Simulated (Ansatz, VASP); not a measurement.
Ba3As2: VASP beside Ansatz

```
Ba As
1.0
     0.00000    6.15146    6.15146
     6.15146    0.00000    6.15146
     6.15146    6.15146    0.00000
Ba As
6 4
Direct
  0.75008 0.24992 0.24992
  0.24992 0.75008 0.75008
  0.24992 0.75008 0.24992
  0.75008 0.24992 0.75008
  0.24992 0.24992 0.75008
  0.75008 0.75008 0.24992
  0.25000 0.25000 0.25000
  0.50000 0.50000 0.50000
  0.75000 0.75000 0.75000
  0.00000 0.00000 0.00000
```

Alike in both runs: functional PBE; k mesh 3 × 3 × 3; occupations gaussian, width 0.2 eV; no spin polarisation.

Ansatz relaxed the structure, and its values are those at the end. VASP's run is a single point on that final structure, the one shown.

|  | VASP | Ansatz |
| --- | --- | --- |
| version | VASP 6.6.1 | Ansatz 0.2.0 |
| potentials or method | VASP PAW PBE potentials, release 64 (Ba_sv, As), cutoff 520 eV | scalar-relativistic, plane waves, PAW |
| valence electrons in the cell | 80 | 120 |

Ansatz gave:

* gap on the k mesh at the Fermi level (eV): none
* pressure (GPa): 0.0
* rms of the force components (eV/Å): 0.006

**Question.** What did VASP give for the same quantities?

**Answer.** gap on the k mesh at the Fermi level (eV): none; pressure (GPa): 0.4; rms of the force components (eV/Å): 0.006.

A gap of «none» marks a metal or a gap that the smearing closes. The functional is the same, so the differences come from potentials, cutoffs and numerics. VASP's potentials hold 80 valence electrons a cell and Ansatz's 120, so a difference there can come from the potentials and not from the codes.

Neither program's run includes spin-orbit coupling.
